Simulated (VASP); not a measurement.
A run of VASP 6.6.1 is set up as follows.

INCAR

```
SYSTEM = HfN
PREC     = Accurate       ! precision mode
ENCUT    = 600            ! plane-wave cutoff, eV
EDIFF    = 1E-8           ! SCF threshold, eV
ISMEAR   = -1             ! smearing method
SIGMA    = 0.05           ! smearing width, eV
LREAL    = .FALSE.        ! projectors in reciprocal space
LASPH    = .TRUE.         ! aspherical terms in the spheres
NELM     = 60             ! most SCF steps
ALGO     = Normal         ! electronic algorithm
ISIF     = 3              ! what is computed and relaxed
LWAVE    = .FALSE.        ! write WAVECAR
LCHARG   = .FALSE.        ! write CHGCAR
GGA      = PS             ! functional
IBRION   = 6              ! ionic algorithm
NFREE    = 2            
POTIM    = 0.015          ! step
NSW      = 1              ! ionic steps
```

File KPOINTS:

```
Automatic mesh
0
G
  8 8 8
  0 0 0
```

POSCAR

```
HfN
1.0
    0.0000000000      2.4548220000      2.4548220000
    2.4548220000      0.0000000000      2.4548220000
    2.4548220000      2.4548220000      0.0000000000
Hf N
1 1
Direct
    0.0000000000      0.0000000000      0.0000000000
    0.2500000000      0.2500000000      0.2500000000
```

Potentials or basis: VASP PAW PBE potentials, release 64 (Hf_pv, N).

Launch:

```sh
$ cat potpaw_PBE.64/Hf_pv/POTCAR potpaw_PBE.64/N/POTCAR > POTCAR
$ mpirun -np 1 vasp_std > vasp.out
```

(1) What does it give for the elastic constants C11, C12, C44?

(2) Estimate the Voigt bulk modulus.

(3) What does it give for the highest phonon frequency at Γ?

Answers

(1) 300, 132, 99 GPa.

(2) 188 GPa.

(3) 486 cm⁻¹.

Caveat: the cell is under stress, which shifts elastic constants; the PAW data sets were made with another functional, which shifts forces and pressure a little.
